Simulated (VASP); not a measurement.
Input of a VASP 6.6.1 run:

File POSCAR:

```
LaRe
1.0
    3.5733472286      0.0000000000      0.0000000000
    0.0000000000      3.5733472286      0.0000000000
    0.0000000000      0.0000000000      3.5733472286
La Re
1 1
Direct
    0.0000000000      0.0000000000      0.0000000000
    0.5000000000      0.5000000000      0.5000000000
```

Contents of INCAR.step1:

```
PREC     = Accurate       # precision mode
ENCUT    = 520            # plane-wave cutoff, eV
ISMEAR   = -5             # smearing method
SIGMA    = 0.1            # smearing width, eV
LREAL    = False          # projectors in reciprocal space
LASPH    = True           # aspherical terms in the spheres
NELM     = 80             # most SCF steps
NBANDS   = 16             # bands
GGA      = PE             # functional
ALGO     = Normal         # electronic algorithm
EDIFF    = 1E-4           # SCF threshold, eV
LWAVE    = True           # write WAVECAR
LCHARG   = False          # write CHGCAR
```

The input INCAR.step2:

```
PREC     = Accurate       # precision mode
ENCUT    = 520            # plane-wave cutoff, eV
EDIFF    = 1E-7           # SCF threshold, eV
ISMEAR   = -5             # smearing method
SIGMA    = 0.1            # smearing width, eV
LREAL    = False          # projectors in reciprocal space
LASPH    = True           # aspherical terms in the spheres
NELM     = 80             # most SCF steps
ALGO     = Normal         # electronic algorithm
ISIF     = 2              # what is computed and relaxed
LWAVE    = False          # write WAVECAR
LCHARG   = False          # write CHGCAR
METAGGA  = R2SCAN         # meta-GGA
LMIXTAU  = True         
NBANDS   = 16             # bands
ISTART   = 1
```

File KPOINTS:

```
Automatic mesh
0
Gamma
  10 10 10
```

Potentials or basis: VASP PAW PBE potentials, release 64 (La, Re).

Run with:

```console
$ cat potpaw_PBE.64/La/POTCAR potpaw_PBE.64/Re/POTCAR > POTCAR
$ cp INCAR.step1 INCAR
$ mpirun -np 1 vasp_std > vasp.out
$ cp INCAR.step2 INCAR
$ mpirun -np 1 vasp_std > vasp.out
```

Question: What does it give for the band gap on the k mesh?

Answer: Zero (bands 9 and 10 overlap by 2.31 eV).

Question: Predict the pressure.

Answer: -0.4 GPa.

Caveat: the PAW data sets were made with another functional, which shifts forces and pressure a little; spin-orbit coupling is left out, which moves the levels of the heavy elements; tetrahedron occupations give inexact forces and stress in metals.
